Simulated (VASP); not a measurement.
Here is a VASP 6.6.1 calculation.

Contents of INCAR:

```
PREC = Accurate ; ENCUT = 600
EDIFF = 1E-6 ; ISMEAR = -1
SIGMA = 0.1 ; LREAL = F
LASPH = T ; NELM = 100
ALGO = Normal ; ISIF = 3
LWAVE = F ; LCHARG = F
GGA = CA ; IBRION = 2
NSW = 80 ; EDIFFG = -0.01
```

KPOINTS

```
regular mesh
0
Gamma
  13 13 4
```

File POSCAR:

```
Al
1.0
    2.8634814820      0.0000000000      0.0000000000
   -1.4317407410      2.4798477067      0.0000000000
    0.0000000000      0.0000000000      9.3521305203
Al
4
Direct
    0.0000000000      0.0000000000      0.0000000000
    0.0000000000      0.0000000000      0.5000000000
    0.3333333333      0.6666666667      0.2500000000
    0.6666666667      0.3333333333      0.7500000000
```

Potentials or basis: VASP PAW LDA potentials, release 64 (Al).

The run is started by

```console
$ cat potpaw_LDA.64/Al/POTCAR > POTCAR
$ mpirun -np 1 vasp_std > vasp.out
```

(1) What does it give for the relaxed cell?

(2) What does it give for the band gap on the k mesh?

(3) Predict the relaxed volume.

Answers

(1) a = 2.810 Å, b = 2.810 Å, c = 9.289 Å, α = 90.00°, β = 90.00°, γ = 120.00°.

(2) zero (bands 6 and 7 overlap by 5.08 eV).

(3) 15.88 Å³/atom.
